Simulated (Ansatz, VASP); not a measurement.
**One calculation of Sn, two programs**

The input INCAR:

```
SYSTEM = Sn
ALGO = Normal
EDIFF = 1E-6
ENCUT = 500
GGA = PE
GGA_COMPAT = .FALSE.
ISIF = 2
ISMEAR = -1
LASPH = .TRUE.
LCHARG = .FALSE.
LREAL = .FALSE.
LWAVE = .FALSE.
NBANDS = 36
NELM = 120
PREC = Accurate
SIGMA = 0.02
```

Contents of KPOINTS:

```
k-points
0
G
  7 5 7
  0 0 0
```

The input POSCAR:

```
Sn
1.0
   -3.3279730294      3.3279730294      0.0000000000
    0.0000000000      0.0000000000      6.6559460589
    3.3279730294      3.3279730294      0.0000000000
Sn
4
Direct
    0.5000000000      0.3750000000      0.2500000000
    0.0000000000      0.8750000000      0.7500000000
    0.0000000000      0.1250000000      0.2500000000
    0.5000000000      0.6250000000      0.7500000000
```

Input for Ansatz:

```yaml
crystal:
  lattice:
    - [-3.3279730294, 3.3279730294, 0.0]
    - [0.0, 0.0, 6.6559460589]
    - [3.3279730294, 3.3279730294, 0.0]
  atoms:
    - { symbol: Sn, position: [0.5, 0.375, 0.25] }
    - { symbol: Sn, position: [0.0, 0.875, 0.75] }
    - { symbol: Sn, position: [0.0, 0.125, 0.25] }
    - { symbol: Sn, position: [0.5, 0.625, 0.75] }
kpoints:
  mp_grid: { grid: [7, 5, 7] }
scf:
  occupations: { method: fermi_dirac, width: 0.02 }
hamiltonian:
  xc: pbe
  pseudopotentials: { kind: all_electron, lapw: { basis_error: 0.001 } }
output:
  forces: true
  stress: true
  eigenvalues: true
```

Alike in both runs: task single point; functional PBE; k mesh 7 × 5 × 7; occupations fermi-dirac, width 0.02 eV; no spin polarisation.

|  | VASP | Ansatz |
| --- | --- | --- |
| version | VASP 6.6.1 | Ansatz 0.2.0 |
| potentials or method | VASP PAW PBE potentials, release 64 (Sn_d), cutoff 500 eV | all-electron LAPW, scalar-relativistic |

```tsv
	VASP	Ansatz	Ansatz less VASP
pressure (GPa)	0.0	0.0	+0.04
```

Ansatz ran all-electron here, and VASP with PAW potentials.
